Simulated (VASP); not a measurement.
Here is a VASP 6.6.1 calculation.

File INCAR:

```
PREC = Accurate
ENCUT = 520
EDIFF = 1E-7
ISMEAR = 0
SIGMA = 0.1
LREAL = Auto
LASPH = T
NELM = 100
ALGO = Normal
ISIF = 2
LWAVE = F
LCHARG = F
GGA = PS
NBANDS = 108
```

The input KPOINTS:

```
regular mesh
0
Gamma
  3 3 1
```

File POSCAR:

```
Cu16NO
1.0
    5.1053110000      0.0000000000      0.0000000000
    0.0000000000      5.1053110000      0.0000000000
    0.0000000000      0.0000000000     17.4150000000
Cu N O
16 1 1
Direct
    0.2500000490      0.2500000490      0.0574218203
    0.7499999510      0.2500000490      0.0574218203
    0.2500000490      0.7499999510      0.0574218203
    0.7499999510      0.7499999510      0.0574218203
    0.0019497343     -0.0001615964      0.1538613839
    0.4978192318     -0.0004534494      0.1539234568
    0.0031189089      0.4940247519      0.1541503302
    0.4966596550      0.4942517704      0.1540823428
    0.2502492013      0.2388050405      0.2583197818
    0.7494015546      0.2418379605      0.2557480333
    0.2495669706      0.7454415608      0.2554240023
    0.7496520780      0.7452315833      0.2488699971
   -0.0005770461     -0.0105705607      0.3564402527
    0.4982977531     -0.0102471720      0.3572615561
    0.0012338132      0.4906543402      0.3525436118
    0.4984115561      0.4913475398      0.3526645421
    0.7497462936      0.7294909164      0.4095805914
    0.7602808135      0.6630898686      0.4778519667
```

Potentials or basis: VASP PAW PBE potentials, release 64 (Cu, N, O).

Command:

```console
$ cat potpaw_PBE.64/Cu/POTCAR potpaw_PBE.64/N/POTCAR potpaw_PBE.64/O/POTCAR > POTCAR
$ mpirun -np 1 vasp_std > vasp.out
```

Q: Estimate the largest force.

A: 0.916 eV/Å.

Forces on the atoms (eV/Å):
```
Cu   0.001 -0.048 -0.233
Cu  -0.002 -0.012 -0.095
Cu  -0.006 -0.046 -0.091
Cu   0.002 -0.067  0.017
Cu   0.003 -0.002 -0.003
Cu  -0.002  0.000 -0.005
Cu   0.000 -0.005  0.005
Cu   0.001 -0.006  0.006
Cu   0.000 -0.010 -0.006
Cu   0.001 -0.009  0.013
Cu   0.004  0.001  0.004
Cu  -0.002  0.003 -0.013
Cu  -0.007  0.000  0.014
Cu   0.020 -0.002  0.009
Cu   0.011 -0.012 -0.011
Cu  -0.010 -0.022  0.010
N   -0.002  0.114 -0.529
O   -0.011  0.124  0.907
```

Caveat: the k points lie up to 0.41 Å⁻¹ apart; the standard files for N, O and F lose accuracy on very short bonds; the PAW data sets were made with another functional, which shifts forces and pressure a little; an odd number of electrons without spin polarisation forces a metal; a magnetic or distorted state may lie lower.
